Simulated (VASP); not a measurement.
# MnF2 (P4_2/mnm) in VASP: single point with PBE+U

Aim: the single point of MnF2 with PBE+U.

All numbers are computed with VASP 6.6.1; they aren't measurements. Logs are shortened: lines on timing, memory, paths and dates and some standing lists are left out, and cuts for length are marked.

### Step 1. The cell of the first run

The structure is tetragonal, space group P4_2/mnm (No. 136). Conventional cell: a = 4.874 Å, b = 4.874 Å, c = 3.311 Å, α = 90.00°, β = 90.00°, γ = 90.00°. Mn (site symmetry mmm) has 6 F at 2.10 to 2.13 Å within 2.8 Å. Within 2.8 Å of F (site symmetry m2m) lie 3 Mn at 2.10 to 2.13 Å and 1 F at 2.68 Å.

### Step 2. Single point, PBE+U, collinear spin, antiferromagnetic start

INCAR

```
SYSTEM = MnF2
PREC = Accurate
ENCUT = 600
EDIFF = 1E-6
ISMEAR = 0
SIGMA = 0.1
LREAL = .FALSE.
LASPH = .TRUE.
NELM = 200
ALGO = Normal
ISIF = 2
LWAVE = .FALSE.
LCHARG = .FALSE.
ISPIN = 2
MAGMOM = 5 -5 0 0 0 0
LORBIT = 11
LMAXMIX = 4
LDAU = .TRUE.
LDAUTYPE = 2
LDAUL = 2 -1
LDAUU = 1.9 0
LDAUJ = 0 0
LDAUPRINT = 1
GGA = PE
NBANDS = 40
GGA_COMPAT = .FALSE.
```

KPOINTS

```
Automatic mesh
0
G
  4 4 6
  0 0 0
```

POSCAR

```
MnF2
1.0
    4.8738000000      0.0000000000      0.0000000000
    0.0000000000      4.8738000000      0.0000000000
    0.0000000000      0.0000000000      3.3107000000
Mn F
2 4
Direct
    0.0000000000      0.0000000000      0.0000000000
    0.5000000000      0.5000000000      0.5000000000
    0.3053000000      0.3053000000      0.0000000000
    0.1947000000      0.8053000000      0.5000000000
    0.6947000000      0.6947000000      0.0000000000
    0.8053000000      0.1947000000      0.5000000000
```

Potentials or basis: VASP PAW PBE potentials, release 64 (Mn_pv, F).

The run is started by

```
$ cat potpaw_PBE.64/Mn_pv/POTCAR potpaw_PBE.64/F/POTCAR > POTCAR
$ mpirun -np 1 vasp_std > vasp.out
```

OUTCAR:

```text
SYSTEM = MnF2
   PREC = Accurate
   ENCUT = 600
   EDIFF = 1E-6
   ISMEAR = 0
   LREAL = .FALSE.
   LASPH = .TRUE.
   NELM = 200
   ISIF = 2
   ISPIN = 2
   LORBIT = 11
   GGA = PE

 ion  position               nearest neighbor table
   1  0.000  0.000  0.000-   3 2.10   5 2.10   4 2.13   6 2.13   4 2.13   6 2.13
   2  0.500  0.500  0.500-   4 2.10   6 2.10   5 2.13   3 2.13   3 2.13   5 2.13
   3  0.305  0.305  0.000-   1 2.10   2 2.13   2 2.13
   4  0.195  0.805  0.500-   2 2.10   1 2.13   1 2.13
   5  0.695  0.695  0.000-   1 2.10   2 2.13   2 2.13
   6  0.805  0.195  0.500-   2 2.10   1 2.13   1 2.13

  LATTYP: Found a simple tetragonal cell.
 ALAT       =     4.8738000000
 C/A-ratio  =     0.6792851574

  Lattice vectors:

 A1 = (   4.8738000000,   0.0000000000,   0.0000000000)
 A2 = (   0.0000000000,   4.8738000000,   0.0000000000)
 A3 = (   0.0000000000,   0.0000000000,   3.3107000000)

Analysis of symmetry for initial positions (statically):
=====================================================================
 Subroutine PRICEL returns:
 Original cell was already a primitive cell.

 Routine SETGRP: Setting up the symmetry group for a
 simple tetragonal supercell.

 Subroutine GETGRP returns: Found 16 space group operations
 (whereof  8 operations were pure point group operations)
 out of a pool of 16 trial point group operations.

The static configuration has the point symmetry D_2h.
 The point group associated with its full space group is D_4h.

Analysis of symmetry for dynamics (positions and initial velocities):
=====================================================================
 Subroutine PRICEL returns:
 Original cell was already a primitive cell.

 Routine SETGRP: Setting up the symmetry group for a
 simple tetragonal supercell.

 Subroutine GETGRP returns: Found 16 space group operations
 (whereof  8 operations were pure point group operations)
 out of a pool of 16 trial point group operations.

The dynamic configuration has the point symmetry D_2h.
 The point group associated with its full space group is D_4h.

Analysis of structural, dynamic, and magnetic symmetry:
=====================================================================
 Subroutine PRICEL returns:
 Original cell was already a primitive cell.

 Routine SETGRP: Setting up the symmetry group for a
 simple tetragonal supercell.

 Subroutine GETGRP returns: Found 16 space group operations
 (whereof  8 operations were pure point group operations)
 out of a pool of 16 trial point group operations.

The overall configuration has the point symmetry D_2h.
 The point group associated with its full space group is D_4h.

[... 216 lines left out ...]
 number of electron      54.0000034 magnetization       0.0000000

 Free energy of the ion-electron system (eV)
  ---------------------------------------------------
  ext. energy  EPLUGINS =         0.00000000
  ---------------------------------------------------
  free energy    TOTEN  =       -38.61990991 eV

  energy without entropy =      -38.61990991  energy(sigma->0) =      -38.61990991

 E-fermi :   2.6821     XC(G=0):  -9.7414

 val. band max:        2.1070076991   @ k =   0.5000   0.0000   0.0000
 cond. band min:       4.9880708256   @ k =   0.0000   0.0000   0.0000
 fundamental gap:      2.8810631265
 Fermi energy:         2.6821318471

 spin component 1

 k-point     1 :       0.0000    0.0000    0.0000
  band No.  band energies     occupation
      1     -46.7493      1.00000
      2     -46.6873      1.00000
      3     -46.6790      1.00000
      4     -41.7623      1.00000
      5     -41.6980      1.00000
      6     -41.6868      1.00000
[... 997 lines left out ...]
     38      12.6384      0.00000
     39      12.7538      0.00000
 Fermi energy:         2.6821318471

 spin component 2

 k-point     1 :       0.0000    0.0000    0.0000
  band No.  band energies     occupation
      1     -46.7493      1.00000
      2     -46.6873      1.00000
      3     -46.6790      1.00000
      4     -41.7623      1.00000
      5     -41.6980      1.00000
      6     -41.6868      1.00000
[... 997 lines left out ...]
     38      12.6384      0.00000
     39      12.7538      0.00000
 [bands above 39 left out]

------------------------ aborting loop because EDIFF is reached ----------------------------------------

  FORCE on cell =-STRESS in cart. coord.  units (eV):
  Direction    XX          YY          ZZ          XY          YZ          ZX
  --------------------------------------------------------------------------------------
  -------------------------------------------------------------------------------------
  Total        1.6935764      1.6935764      1.8553941      0.0000000      0.0000000      0.0000000
  in kB       34.5032603     34.5032603     37.7999750      0.0000000      0.0000000      0.0000000
  external PRESSURE =      35.6021652 kB  Pullay stress =       0.0000000 kB

 VOLUME and BASIS-vectors are now :
 -----------------------------------------------------------------------------
  energy-cutoff  :      600.00
  volume of cell :       78.64
      direct lattice vectors                 reciprocal lattice vectors
     4.873800000  0.000000000  0.000000000     0.205178711  0.000000000  0.000000000
     0.000000000  4.873800000  0.000000000     0.000000000  0.205178711  0.000000000
     0.000000000  0.000000000  3.310700000     0.000000000  0.000000000  0.302050926

 POSITION                                       TOTAL-FORCE (eV/Angst)
 -----------------------------------------------------------------------------------
      0.00000      0.00000      0.00000         0.000000     -0.000000      0.000000
      2.43690      2.43690      1.65535         0.000000     -0.000000      0.000000
      1.48797      1.48797      0.00000        -0.059690     -0.059690      0.000000
      0.94893      3.92487      1.65535         0.059690     -0.059690      0.000000
      3.38583      3.38583      0.00000         0.059690      0.059690     -0.000000
      3.92487      0.94893      1.65535        -0.059690      0.059690     -0.000000
 -----------------------------------------------------------------------------------
    total drift:                               -0.000000     -0.000000     -0.000000

  FREE ENERGIE OF THE ION-ELECTRON SYSTEM (eV)
  ---------------------------------------------------
  free  energy   TOTEN  =       -38.6199099102 eV

  energy  without entropy=      -38.6199099102  energy(sigma->0) =      -38.61990991

 total charge

# of ion       s       p       d       tot
------------------------------------------
    1        0.163   6.145   4.955  11.263
    2        0.163   6.145   4.955  11.263
    3        1.730   4.374   0.000   6.104
    4        1.730   4.374   0.000   6.104
    5        1.730   4.374   0.000   6.104
    6        1.730   4.374   0.000   6.104
--------------------------------------------------
tot          7.245  29.788   9.911  46.944

 magnetization (x)

# of ion       s       p       d       tot
------------------------------------------
    1        0.018   0.017   4.576   4.611
    2       -0.018  -0.017  -4.576  -4.611
    3       -0.002  -0.020   0.000  -0.023
    4        0.002   0.020   0.000   0.023
    5       -0.002  -0.020   0.000  -0.023
    6        0.002   0.020   0.000   0.023
--------------------------------------------------
tot          0.000   0.000   0.000   0.000
```

OSZICAR:

```text
N       E                     dE             d eps       ncg     rms          rms(c)
DAV:   1     0.724318409479E+03    0.72432E+03   -0.32335E+04  3864   0.169E+03
DAV:   2     0.244410275159E+02   -0.69988E+03   -0.65505E+03  3944   0.493E+02
DAV:   3    -0.400270651377E+02   -0.64468E+02   -0.63701E+02  4408   0.161E+02
DAV:   4    -0.410913834441E+02   -0.10643E+01   -0.10635E+01  4136   0.225E+01
DAV:   5    -0.411042419234E+02   -0.12858E-01   -0.12858E-01  4312   0.250E+00    0.208E+01
DAV:   6    -0.380630763601E+02    0.30412E+01   -0.14174E+01  4368   0.294E+01    0.148E+01
DAV:   7    -0.384475723370E+02   -0.38450E+00   -0.13043E+00  3984   0.869E+00    0.102E+01
DAV:   8    -0.374688821787E+02    0.97869E+00   -0.58662E-01  4160   0.657E+00    0.289E+00
DAV:   9    -0.385859571412E+02   -0.11171E+01   -0.21369E-01  4152   0.419E+00    0.105E+00
DAV:  10    -0.386194661718E+02   -0.33509E-01   -0.13011E-02  4096   0.102E+00    0.201E-01
DAV:  11    -0.386196682900E+02   -0.20212E-03   -0.17664E-03  4392   0.245E-01    0.912E-02
DAV:  12    -0.386198585060E+02   -0.19022E-03   -0.11112E-04  3984   0.112E-01    0.492E-02
DAV:  13    -0.386198979274E+02   -0.39421E-04   -0.31082E-05  4128   0.342E-02    0.345E-02
DAV:  14    -0.386199093808E+02   -0.11453E-04   -0.17725E-05  4000   0.307E-02    0.743E-03
DAV:  15    -0.386199099102E+02   -0.52939E-06   -0.67372E-07  3008   0.770E-03
   1 F= -.38619910E+02 E0= -.38619910E+02  d E =-.111629E-16  mag=     0.0000
```

It took 4.3 min on 1 thread of Intel Xeon 8259CL, shared host; peak memory 0.31 GiB.

Results:

```
Free energy                                           : -38.6199 eV
Pressure                                              : 3.6 GPa
Largest force                                         : 0.084 eV/Å
Band gap on the k mesh                                : 2.88 eV (least direct gap 2.93 eV)
Net moment                                            : 0.00 μB per cell
Site moments                                          : Mn +4.61, -4.61; F -0.02, +0.02 (each value once) μB
Valence electrons inside the program's atomic spheres : Mn 11.26; F 6.10
```

Forces on the atoms (eV/Å):
```
Mn   0.000  0.000  0.000
Mn   0.000  0.000  0.000
F   -0.060 -0.060  0.000
F    0.060 -0.060  0.000
F    0.060  0.060  0.000
F   -0.060  0.060  0.000
```

Levels at points of the mesh, in eV from the valence-band top:
Spin up:
| k point | band 24 | band 25 | band 26 | band 27 | band 28 | band 29 | band 30 | band 31 |
| --- | --- | --- | --- | --- | --- | --- | --- | --- |
| (0.00, 0.00, 0.00) | -1.58 | -1.36 | -0.42 | -0.05 | 2.88 | 4.00 | 4.53 | 4.55 |
| (0.50, 0.00, 0.00) | -1.53 | -1.32 | -0.13 | 0.00 | 4.00 | 4.50 | 4.51 | 4.96 |
| (0.50, 0.50, 0.00) | -1.57 | -1.24 | -0.62 | -0.05 | 4.05 | 4.53 | 4.53 | 4.55 |
| (0.00, 0.00, 0.50) | -1.51 | -1.18 | -0.63 | -0.36 | 4.28 | 4.33 | 4.42 | 5.08 |
| (0.50, 0.00, 0.50) | -1.60 | -1.31 | -0.73 | -0.08 | 4.26 | 4.32 | 4.53 | 5.05 |
| (0.50, 0.50, 0.50) | -1.63 | -1.33 | -0.65 | -0.16 | 4.28 | 4.32 | 4.54 | 4.99 |
Spin down:
```tsv
k point	band 24	band 25	band 26	band 27	band 28	band 29	band 30	band 31
(0.00, 0.00, 0.00)	-1.58	-1.36	-0.42	-0.05	2.88	4.00	4.53	4.55
(0.50, 0.00, 0.00)	-1.53	-1.32	-0.13	0.00	4.00	4.50	4.51	4.96
(0.50, 0.50, 0.00)	-1.57	-1.24	-0.62	-0.05	4.05	4.53	4.53	4.55
(0.00, 0.00, 0.50)	-1.51	-1.18	-0.63	-0.36	4.28	4.33	4.42	5.08
(0.50, 0.00, 0.50)	-1.60	-1.31	-0.73	-0.08	4.26	4.32	4.53	5.05
(0.50, 0.50, 0.50)	-1.63	-1.33	-0.65	-0.16	4.28	4.32	4.54	4.99
```

Eigenvalues of the final occupation matrices:
```tsv
site	spin	trace	eigenvalues
site 1 d	1	4.78	0.94 0.94 0.94 0.98 0.98
site 1 d	2	0.19	0.02 0.02 0.02 0.07 0.08
site 2 d	1	0.19	0.02 0.02 0.02 0.07 0.08
site 2 d	2	4.78	0.94 0.94 0.94 0.98 0.98
```

Caveat: the cell stands under pressure. The state reached can hang on the start; a lower one may exist.
